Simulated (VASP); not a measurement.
# GaN (P6_3mc) in VASP: a series of runs

Runs on GaN. Level: LDA. Tasks: single point.

All numbers are computed with VASP 6.6.1; they aren't measurements. Logs are shortened: lines on timing, memory, paths and dates and some standing lists are left out, and cuts for length are marked.

### 1 The cell of the first run

The structure is hexagonal, space group P6_3mc (No. 186). The conventional cell has a = 3.168 Å, b = 3.168 Å, c = 5.123 Å, α = 90.00°, β = 90.00°, γ = 120.00°. Within 2.6 Å of Ga (site symmetry 3m) lie 4 N at 1.93 to 1.94 Å. Within 2.6 Å of N (site symmetry 3m) lie 4 Ga at 1.93 to 1.94 Å.

### 2 Single point, LDA (in-plane strain +0.005)

Contents of INCAR:

```
SYSTEM = GaN
PREC = Accurate ; ENCUT = 520
EDIFF = 1E-6 ; ISMEAR = 0
SIGMA = 0.01 ; LREAL = .False.
LASPH = .True. ; NELM = 80
ALGO = Normal ; ISIF = 2
LWAVE = .False. ; LCHARG = .False.
GGA = CA ; NBANDS = 26
```

Contents of KPOINTS:

```
regular mesh
0
Gamma
  8 8 4
  0 0 0
```

Contents of POSCAR:

```
GaN
1.0
    3.1675736490      0.0000000000      0.0000000000
   -1.5837868245      2.7431992484      0.0000000000
    0.0000000000      0.0000000000      5.1229826010
Ga N
2 2
Direct
    0.3333333333      0.6666666667     -0.0007042242
    0.6666666667      0.3333333333      0.4992957758
    0.3333333333      0.6666666667      0.3757042242
    0.6666666667      0.3333333333      0.8757042242
```

Potentials or basis: VASP PAW LDA potentials, release 64 (Ga_d, N).

Command:

```sh
$ cat potpaw_LDA.64/Ga_d/POTCAR potpaw_LDA.64/N/POTCAR > POTCAR
$ mpirun -np 1 vasp_std > vasp.out
```

OUTCAR:

```text
SYSTEM = GaN
   PREC = Accurate
   ENCUT = 520
   EDIFF = 1E-6
   ISMEAR = 0
   LREAL = .False.
   LASPH = .True.
   NELM = 80
   ISIF = 2
   GGA = CA

 ion  position               nearest neighbor table
   1  0.333  0.667  0.999-   3 1.93   4 1.94   4 1.94   4 1.94
   2  0.667  0.333  0.499-   4 1.93   3 1.94   3 1.94   3 1.94
   3  0.333  0.667  0.376-   1 1.93   2 1.94   2 1.94   2 1.94
   4  0.667  0.333  0.876-   2 1.93   1 1.94   1 1.94   1 1.94

  LATTYP: Found a hexagonal cell.
 ALAT       =     3.1675736490
 C/A-ratio  =     1.6173207536

  Lattice vectors:

 A1 = (   3.1675736490,   0.0000000000,   0.0000000000)
 A2 = (  -1.5837868245,   2.7431992484,   0.0000000000)
 A3 = (   0.0000000000,   0.0000000000,   5.1229826010)

Analysis of symmetry for initial positions (statically):
=====================================================================
 Subroutine PRICEL returns:
 Original cell was already a primitive cell.

 Routine SETGRP: Setting up the symmetry group for a
 hexagonal supercell.

 Subroutine GETGRP returns: Found 12 space group operations
 (whereof  6 operations were pure point group operations)
 out of a pool of 24 trial point group operations.

The static configuration has the point symmetry C_3v.
 The point group associated with its full space group is C_6v.

Analysis of symmetry for dynamics (positions and initial velocities):
=====================================================================
 Subroutine PRICEL returns:
 Original cell was already a primitive cell.

 Routine SETGRP: Setting up the symmetry group for a
 hexagonal supercell.

 Subroutine GETGRP returns: Found 12 space group operations
 (whereof  6 operations were pure point group operations)
 out of a pool of 24 trial point group operations.

The dynamic configuration has the point symmetry C_3v.
 The point group associated with its full space group is C_6v.

 Subroutine INISYM returns: Found 12 space group operations
 (whereof  6 operations are pure point group operations),
 and found     1 'primitive' translations

----------------------------------------------------------------------------------------

                                     Primitive cell

  volume of cell :      44.5151

  direct lattice vectors                    reciprocal lattice vectors
     3.167573649  0.000000000  0.000000000     0.315699053  0.182268933  0.000000000
    -1.583786824  2.743199248  0.000000000     0.000000000  0.364537866  0.000000000
     0.000000000  0.000000000  5.122982601     0.000000000  0.000000000  0.195198789

  length of vectors
     3.167573649  3.167573649  5.122982601     0.364537866  0.364537866  0.195198789

  position of ions in fractional coordinates (direct lattice)
     0.333333333  0.666666667  0.999295776
     0.666666667  0.333333333  0.499295776
     0.333333333  0.666666667  0.375704224
     0.666666667  0.333333333  0.875704224

  ion indices of the primitive-cell ions
   primitive index   ion index
                 1           1
                 2           2
                 3           3
                 4           4

----------------------------------------------------------------------------------------

 KPOINTS: regular mesh

Automatic generation of k-mesh.
 Grid dimensions read from file:
 generate k-points for:    8    8    4

 Generating k-lattice:

  Cartesian coordinates                     Fractional coordinates (reciprocal lattice)
     0.039462382  0.022783617  0.000000000     0.125000000  0.000000000  0.000000000
     0.000000000  0.045567233  0.000000000     0.000000000  0.125000000  0.000000000
     0.000000000  0.000000000  0.048799697     0.000000000  0.000000000  0.250000000

  Length of vectors
     0.045567233  0.045567233  0.048799697

  Shift w.r.t. Gamma in fractional coordinates (k-lattice)
     0.000000000  0.000000000  0.000000000

 Subroutine IBZKPT returns following result:
 ===========================================

 Found     30 irreducible k-points:

 Following reciprocal coordinates:
            Coordinates               Weight
  0.000000  0.000000  0.000000      1.000000
  0.125000  0.000000  0.000000      6.000000
  0.250000  0.000000  0.000000      6.000000
  0.375000  0.000000  0.000000      6.000000
  0.500000  0.000000  0.000000      3.000000
  0.125000  0.125000  0.000000      6.000000
[... 16 lines left out ...]
  0.250000  0.000000  0.500000      6.000000
  0.375000  0.000000  0.500000      6.000000
 [... further k-points ...]
   k-points           NKPTS =     30   k-points in BZ     NKDIM =     30   number of bands    NBANDS=     26
   number of dos      NEDOS =    301   number of ions     NIONS =      4
   total plane-waves  NPLWV =  23040
   dimension x,y,z NGX =    24 NGY =   24 NGZ =   40
   dimension x,y,z NGXF=    48 NGYF=   48 NGZF=   80
   ions per type =               2   2
   NGX,Y,Z   is equivalent  to a cutoff of  12.60, 12.60, 12.98 a.u.
   NGXF,Y,Z  is equivalent  to a cutoff of  25.19, 25.19, 25.96 a.u.
 SYSTEM =  GaN
   PREC   = accura    normal or accurate (medium, high low for compatibility)
   ISTART =      0    job   : 0-new  1-cont  2-samecut
   ICHARG =      2    charge: 1-file 2-atom 10-const
   ISPIN  =      1    spin polarized calculation?
   LNONCOLLINEAR =      F non collinear calculations
   LSORBIT =      F    spin-orbit coupling
   LASPH  =      T    aspherical Exc in radial PAW
   ENCUT  =  520.0 eV  38.22 Ry    6.18 a.u.   5.89  5.89  9.53*2*pi/ulx,y,z
   NELM   =     80;   NELMIN=  2; NELMDL= -5     # of ELM steps
   EDIFF  = 0.1E-05   stopping-criterion for ELM
   LREAL  =      F    real-space projection
   EDIFFG = 0.1E-04   stopping-criterion for IOM
   NSW    =      0    number of steps for IOM
   IBRION =     -1    ionic relax: 0-MD 1-quasi-New 2-CG
   NFREE  =      0    steps in history (QN), initial steepest desc. (CG)
   ISIF   =      2    stress and relaxation
   ISYM   =      2    0-nonsym 1-usesym 2-fastsym
   POTIM  = 0.5000    time-step for ionic-motion
   TEBEG  =    0.0;   TEEND  =   0.0 temperature during run
   PSTRESS=    0.0 pullay stress
   NELECT =      36.0000    total number of electrons
   NUPDOWN=      -1.0000    fix difference up-down
   EMIN   =  10.00;   EMAX   =-10.00  energy-range for DOS
   EFERMI =   0.00;   METHOD = LEGACY
   ISMEAR =     0;   SIGMA  =   0.01  broadening in eV -4-tet -1-fermi 0-gaus
   EFERMI_NEDOS =   21; number of points for ismear=-14 and -15
   IALGO  =     38    algorithm
   IMIX   =      4    mixing-type and parameters
     AMIX     =   0.40;   BMIX     =  1.00
     AMIX_MAG =   1.60;   BMIX_MAG =  1.00
  volume/ion in A,a.u.               =      11.13        75.10
  Fermi-wavevector in a.u.,A,eV,Ry     =   1.525246  2.882298 31.652276  2.326377
  Thomas-Fermi vector in A             =   2.633443
   LORBIT       =      0    0 simple, 1 ext, 2 COOP (PROOUT), +10 PAW based schemes
   GGA     = CA    functional components
   LHFCALC =     F    Hartree Fock is set to
   AEXX    =    0.0000 exact exchange contribution
   IVDW    =     0    specifies the selected vdW correction
   LEPSILON=     F    determine dielectric tensor
   LRPA    =     F    only Hartree local field effects (RPA)
 non-spin polarized calculation
 Gauss-broadening in eV      SIGMA  =   0.01
  energy-cutoff  :      520.00
  volume of cell :       44.52
 maximum number of plane-waves:      1209
 NGX is ok and might be reduce to    24
   NGX = 11   NGY = 11   NGZ = 19

 number of electron      36.0000025 magnetization

 Free energy of the ion-electron system (eV)
  ---------------------------------------------------
  ext. energy  EPLUGINS =         0.00000000
  ---------------------------------------------------
  free energy    TOTEN  =       -27.90792541 eV

  energy without entropy =      -27.90792541  energy(sigma->0) =      -27.90792541

 E-fermi :   5.4033     XC(G=0): -12.2605

 val. band max:        5.3529072477   @ k =   0.0000   0.0000   0.0000
 cond. band min:       7.4710257108   @ k =   0.0000   0.0000   0.0000
 fundamental gap:      2.1181184632
 Fermi energy:         5.4032598673

 k-point     1 :       0.0000    0.0000    0.0000
  band No.  band energies     occupation
      1     -10.7187      2.00000
      2      -9.7554      2.00000
      3      -8.2177      2.00000
      4      -8.1985      2.00000
      5      -8.1985      2.00000
      6      -8.1310      2.00000
[... 18 lines left out ...]
     25      17.0476      0.00000
     26      17.0476      0.00000

 k-point     2 :       0.1250    0.0000    0.0000
  band No.  band energies     occupation
      1     -10.5602      2.00000
      2      -9.7184      2.00000
      3      -8.1983      2.00000
      4      -8.1761      2.00000
      5      -8.1518      2.00000
      6      -8.1108      2.00000
[... 18 lines left out ...]
     25      16.6710      0.00000
     26      17.3780      0.00000

 k-point     3 :       0.2500    0.0000    0.0000
  band No.  band energies     occupation
      1     -10.1886      2.00000
      2      -9.6489      2.00000
      3      -8.1571      2.00000
      4      -8.1371      2.00000
      5      -8.0720      2.00000
      6      -8.0221      2.00000
[... 18 lines left out ...]
     25      16.7760      0.00000
     26      18.0656      0.00000

 k-point     4 :       0.3750    0.0000    0.0000
  band No.  band energies     occupation
      1      -9.8746      2.00000
      2      -9.6059      2.00000
      3      -8.1445      2.00000
      4      -8.1231      2.00000
      5      -8.0339      2.00000
      6      -7.9695      2.00000
[... 18 lines left out ...]
     25      17.2079      0.00000
     26      18.7438      0.00000
[... 496 lines left out ...]
      1     -10.0128      2.00000
      2     -10.0128      2.00000
      3      -8.1609      2.00000
      4      -8.1609      2.00000
      5      -8.1476      2.00000
      6      -8.1476      2.00000
[... 18 lines left out ...]
     25      16.0975      0.00000
     26      16.0975      0.00000

 k-point    23 :       0.2500    0.0000    0.5000
  band No.  band energies     occupation
      1      -9.8101      2.00000
      2      -9.8101      2.00000
      3      -8.1345      2.00000
      4      -8.1345      2.00000
      5      -8.0824      2.00000
      6      -8.0824      2.00000
[... 18 lines left out ...]
     25      16.9268      0.00000
     26      16.9268      0.00000

 k-point    24 :       0.3750    0.0000    0.5000
  band No.  band energies     occupation
      1      -9.6672      2.00000
      2      -9.6672      2.00000
      3      -8.1449      2.00000
      4      -8.1449      2.00000
      5      -8.0304      2.00000
      6      -8.0304      2.00000
[... 18 lines left out ...]
     25      17.4589      0.00000
     26      17.4589      0.00000

 [... further k-points ...]
[... 5 lines left out ...]
  --------------------------------------------------------------------------------------
  -------------------------------------------------------------------------------------
  Total       -0.3932992     -0.3932992      0.5134732      0.0000000      0.0000000      0.0000000
  in kB      -14.1555485    -14.1555485     18.4808255      0.0000000      0.0000000      0.0000000
  external PRESSURE =      -3.2767572 kB  Pullay stress =       0.0000000 kB

 VOLUME and BASIS-vectors are now :
 -----------------------------------------------------------------------------
  energy-cutoff  :      520.00
  volume of cell :       44.52
      direct lattice vectors                 reciprocal lattice vectors
     3.167573649  0.000000000  0.000000000     0.315699053  0.182268933  0.000000000
    -1.583786824  2.743199248  0.000000000     0.000000000  0.364537866  0.000000000
     0.000000000  0.000000000  5.122982601     0.000000000  0.000000000  0.195198789

 POSITION                                       TOTAL-FORCE (eV/Angst)
 -----------------------------------------------------------------------------------
     -0.00000      1.82880      5.11937         0.000000     -0.000000     -0.089340
      1.58379      0.91440      2.55788        -0.000000      0.000000     -0.089340
     -0.00000      1.82880      1.92473        -0.000000      0.000000      0.089340
      1.58379      0.91440      4.48622         0.000000      0.000000      0.089340
 -----------------------------------------------------------------------------------
    total drift:                               -0.000001     -0.000001      0.001299

  FREE ENERGIE OF THE ION-ELECTRON SYSTEM (eV)
  ---------------------------------------------------
  free  energy   TOTEN  =       -27.9079254110 eV

  energy  without entropy=      -27.9079254110  energy(sigma->0) =      -27.90792541
```

Wall time 41 s (1 thread of Intel Xeon Platinum 8259CL at 2.50GHz (Skylake/Cascade Lake), shared host); peak memory 0.15 GiB.

What came out:

- Free energy: -27.9079 eV
- Pressure: -0.3 GPa
- Largest force: 0.089 eV/Å
- Band gap on the k mesh: 2.12 eV, direct

Forces on the atoms (eV/Å):
```
Ga   0.000  0.000 -0.089
Ga   0.000  0.000 -0.089
N    0.000  0.000  0.089
N    0.000  0.000  0.089
```

Caveat: the cell differs from its parent crystal (in-plane strain +0.005).

### 3 Single point, LDA (in-plane strain -0.01, then relaxed in part)

Contents of INCAR:

```
PREC = Accurate
ENCUT = 910
EDIFF = 1E-6
ISMEAR = 0
SIGMA = 0.01
LREAL = False
LASPH = True
NELM = 120
ALGO = Normal
ISIF = 2
LWAVE = False
LCHARG = True
GGA = CA
LELF = True
LVHAR = True
NBANDS = 26
GGA_COMPAT = False
```

Contents of KPOINTS:

```
Automatic mesh
0
Gamma
  8 8 4
```

Contents of POSCAR:

```
GaN
1.0
    3.1202964304      0.0000000000      0.0000000000
   -1.5601482152      2.7022559760      0.0000000000
    0.0000000000      0.0000000000      5.1636386758
Ga N
2 2
Direct
    0.3333333333      0.6666666667      0.0006161271
    0.6666666667      0.3333333333      0.5006161271
    0.3333333333      0.6666666667      0.3743838729
    0.6666666667      0.3333333333      0.8743838729
```

Potentials or basis: VASP PAW LDA potentials, release 64 (Ga_d, N_h).

Command:

```sh
$ cat potpaw_LDA.64/Ga_d/POTCAR potpaw_LDA.64/N_h/POTCAR > POTCAR
$ mpirun -np 1 vasp_std > vasp.out
```

It took 27 s on 1 thread of Intel Xeon 6975P-C (Granite Rapids), shared host; peak memory 0.22 GiB.

It converged, with:

```
Free energy            : -27.8965 eV
Pressure               : 4.2 GPa
Largest force          : 0.005 eV/Å
Band gap on the k mesh : 2.18 eV, direct
```

Forces on the atoms (eV/Å):
```
Ga   0.000  0.000  0.005
Ga   0.000  0.000  0.005
N    0.000  0.000 -0.005
N    0.000  0.000 -0.005
```

Stress tensor (GPa, compression positive):
```
5.79 0.00 0.00
0.00 5.79 0.00
0.00 0.00 1.01
```

Levels at points of the mesh, in eV from the valence-band top:
```tsv
k point	band 14	band 15	band 16	band 17	band 18	band 19	band 20	band 21	band 22	band 23
(0.00, 0.00, 0.00)	-1.06	-1.06	-0.16	0.00	0.00	2.18	4.62	9.15	10.10	10.10
(0.50, 0.00, 0.00)	-5.58	-4.53	-2.90	-2.46	-1.08	5.12	5.66	5.94	8.77	10.38
(0.00, 0.00, 0.50)	-4.09	-0.55	-0.55	-0.55	-0.55	4.53	4.53	8.46	8.46	10.63
(0.50, 0.00, 0.50)	-6.96	-2.14	-2.14	-2.07	-2.07	4.35	4.35	7.87	7.87	10.05
```

Caveat: the cell differs from its parent crystal (in-plane strain -0.01, then relaxed in part); the cutoff is under 1.25 times the usual one of these potentials, so pressure, stress and relaxed cells hold a basis-set (Pulay) error.
